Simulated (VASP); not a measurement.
# Rh (Cmcm) in VASP: a series of runs, part 2 of 2

VASP 6.6.1.

## Step 3: Single point, r2SCAN (strain -0.0500 x Voigt [1, 0, 0, 0, 0, 0])

File POSCAR:

```
Rh
1.0
    2.5944300901      0.0000000000      0.0000000000
   -1.2972150451      2.3650972278      0.0000000000
    0.0000000000      0.0000000000      4.4284890000
Rh
2
Direct
    0.6666666667      0.3333333333      0.7500000000
    0.3333333333      0.6666666667      0.2500000000
```

File INCAR.step1:

```
SYSTEM = Rh
PREC     = Accurate       ! precision mode
ENCUT    = 520            ! plane-wave cutoff, eV
ISMEAR   = 0              ! smearing method
SIGMA    = 0.15           ! smearing width, eV
LREAL    = .False.        ! projectors in reciprocal space
LASPH    = .True.         ! aspherical terms in the spheres
NELM     = 60             ! most SCF steps
NBANDS   = 22             ! bands
GGA      = PE             ! functional
ALGO     = Normal         ! electronic algorithm
EDIFF    = 1E-4           ! SCF threshold, eV
LWAVE    = .True.         ! write WAVECAR
LCHARG   = .False.        ! write CHGCAR
```

File INCAR.step2:

```
SYSTEM = Rh
PREC     = Accurate       ! precision mode
ENCUT    = 520            ! plane-wave cutoff, eV
EDIFF    = 1E-6           ! SCF threshold, eV
ISMEAR   = 0              ! smearing method
SIGMA    = 0.15           ! smearing width, eV
LREAL    = .False.        ! projectors in reciprocal space
LASPH    = .True.         ! aspherical terms in the spheres
NELM     = 60             ! most SCF steps
ALGO     = Normal         ! electronic algorithm
ISIF     = 2              ! what is computed and relaxed
LWAVE    = .False.        ! write WAVECAR
LCHARG   = .False.        ! write CHGCAR
METAGGA  = R2SCAN         ! meta-GGA
LMIXTAU  = .True.       
NBANDS   = 22             ! bands
ISTART   = 1
```

File KPOINTS:

```
Automatic mesh
0
Gamma
  18 18 12
  0 0 0
```

Potentials or basis: VASP PAW PBE potentials, release 64 (Rh_pv).

On the command line:

```
cat potpaw_PBE.64/Rh_pv/POTCAR > POTCAR
cp INCAR.step1 INCAR
mpirun -np 1 vasp_std > vasp.out
cp INCAR.step2 INCAR
mpirun -np 1 vasp_std > vasp.out
```

OUTCAR:

```text
SYSTEM = Rh
   PREC = Accurate
   ENCUT = 520
   EDIFF = 1E-6
   ISMEAR = 0
   LREAL = .False.
   LASPH = .True.
   NELM = 60
   ISIF = 2
   METAGGA = R2SCAN
   ISTART = 1

 ion  position               nearest neighbor table
   1  0.667  0.333  0.750-   2 2.68   2 2.68   2 2.68   2 2.68   2 2.72   2 2.72
   2  0.333  0.667  0.250-   1 2.68   1 2.68   1 2.68   1 2.68   1 2.72   1 2.72

  LATTYP: Found a base centered orthorhombic cell.
 ALAT       =     2.5944300901
 B/A-ratio  =     1.8232113764
 C/A-ratio  =     1.7069216923

  Lattice vectors:

 A1 = (   1.2972150451,  -2.3650972278,   0.0000000000)
[... 192 lines left out ...]
      5     -35.8390      2.00000
      6     -35.8039      2.00000
[... 589 lines left out ...]
     21      29.3593      0.00000
     22      29.3623      0.00000

 [... further k-points ...]
[... 5 lines left out ...]
  --------------------------------------------------------------------------------------
  -------------------------------------------------------------------------------------
  Total        3.1691063     -0.0550848     -0.1037562      0.0000000      0.0000000      0.0000000
  in kB      186.8533299     -3.2478475     -6.1175602      0.0000000      0.0000000      0.0000000
  external PRESSURE =      59.1626407 kB  Pullay stress =       0.0000000 kB

 VOLUME and BASIS-vectors are now :
 -----------------------------------------------------------------------------
  energy-cutoff  :      520.00
  volume of cell :       27.17
      direct lattice vectors                 reciprocal lattice vectors
     2.594430090  0.000000000  0.000000000     0.385441105  0.211407799  0.000000000
    -1.297215045  2.365097228  0.000000000     0.000000000  0.422815599  0.000000000
     0.000000000  0.000000000  4.428489000     0.000000000  0.000000000  0.225810655

 POSITION                                       TOTAL-FORCE (eV/Angst)
 -----------------------------------------------------------------------------------
      1.29722      0.78837      3.32137         0.000000     -0.113917     -0.000000
     -0.00000      1.57673      1.10712        -0.000000      0.113917      0.000000
 -----------------------------------------------------------------------------------
    total drift:                               -0.000000      0.000000     -0.000000

  FREE ENERGIE OF THE ION-ELECTRON SYSTEM (eV)
  ---------------------------------------------------
  free  energy   TOTEN  =       -48.1373264108 eV

  energy  without entropy=      -48.1023881669  energy(sigma->0) =      -48.11985729
```

OUTCAR.step1:

```text
SYSTEM = Rh
   PREC = Accurate
   ENCUT = 520
   ISMEAR = 0
   LREAL = .False.
   LASPH = .True.
[... 825 lines left out ...]
      1.29722      0.78837      3.32137         0.000000     -0.122002      0.000000
     -0.00000      1.57673      1.10712        -0.000000      0.122002      0.000000
 -----------------------------------------------------------------------------------
    total drift:                               -0.000000      0.000000     -0.000000

  FREE ENERGIE OF THE ION-ELECTRON SYSTEM (eV)
  ---------------------------------------------------
  free  energy   TOTEN  =       -14.3709617091 eV

  energy  without entropy=      -14.3349495682  energy(sigma->0) =      -14.35295564
```

OSZICAR.step1:

```text
N       E                     dE             d eps       ncg     rms          rms(c)
DAV:   1     0.327865016777E+03    0.32787E+03   -0.19056E+04 28092   0.159E+03
DAV:   2    -0.811417897855E+01   -0.33598E+03   -0.32389E+03 29216   0.476E+02
DAV:   3    -0.152775387828E+02   -0.71634E+01   -0.71246E+01 32744   0.784E+01
DAV:   4    -0.153248255435E+02   -0.47287E-01   -0.47282E-01 31430   0.641E+00
DAV:   5    -0.153255659892E+02   -0.74045E-03   -0.74044E-03 32954   0.829E-01    0.151E+01
DAV:   6    -0.144124003925E+02    0.91317E+00   -0.20552E+00 30938   0.154E+01    0.548E+00
DAV:   7    -0.143771489610E+02    0.35251E-01   -0.55690E-02 32846   0.217E+00    0.235E+00
DAV:   8    -0.143713636878E+02    0.57853E-02   -0.94361E-03 29612   0.110E+00    0.398E-01
DAV:   9    -0.143709547879E+02    0.40890E-03   -0.33749E-04 30750   0.218E-01    0.210E-02
DAV:  10    -0.143709617091E+02   -0.69212E-05   -0.88817E-06 15394   0.303E-02
   1 F= -.14370962E+02 E0= -.14352956E+02  d E =-.360121E-01
```

Run time: 11 min. Hardware: 1 thread of Intel Xeon Platinum 8488C (Sapphire Rapids), shared host; peak memory 0.38 GiB.

Results:

```
Free energy            : -48.1373 eV
Pressure               : 5.9 GPa
Largest force          : 0.114 eV/Å
Band gap on the k mesh : zero (bands 15 and 16 overlap by 2.67 eV)
```

Forces on the atoms (eV/Å):
```
Rh   0.000 -0.114  0.000
Rh   0.000  0.114  0.000
```

Stress tensor (GPa, compression positive):
```
18.69  0.00  0.00
 0.00 -0.32  0.00
 0.00  0.00 -0.61
```

Levels at points of the mesh, in eV from the Fermi level:
```csv
k point,band 13,band 14,band 15,band 16,band 17,band 18
"(0.00, 0.00, 0.00)",-2.27,-1.92,-1.69,0.07,0.27,0.60
"(0.50, 0.00, 0.00)",-2.01,0.53,0.64,0.91,3.51,5.85
"(0.00, 0.50, 0.00)",-2.25,0.52,0.69,0.80,3.08,5.23
"(0.00, 0.00, 0.50)",-2.83,-2.83,-0.55,-0.55,-0.31,-0.31
"(0.50, 0.00, 0.50)",-0.25,-0.25,0.83,0.83,3.13,3.13
"(0.00, 0.50, 0.50)",-0.34,-0.34,0.70,0.70,2.63,2.63
```

Caveat: the cell differs from its parent crystal (strain -0.0500 x Voigt [1, 0, 0, 0, 0, 0]); the stress differs along the axes, from -1 to 19 GPa; the PAW data sets were made with another functional, which shifts forces and pressure a little.
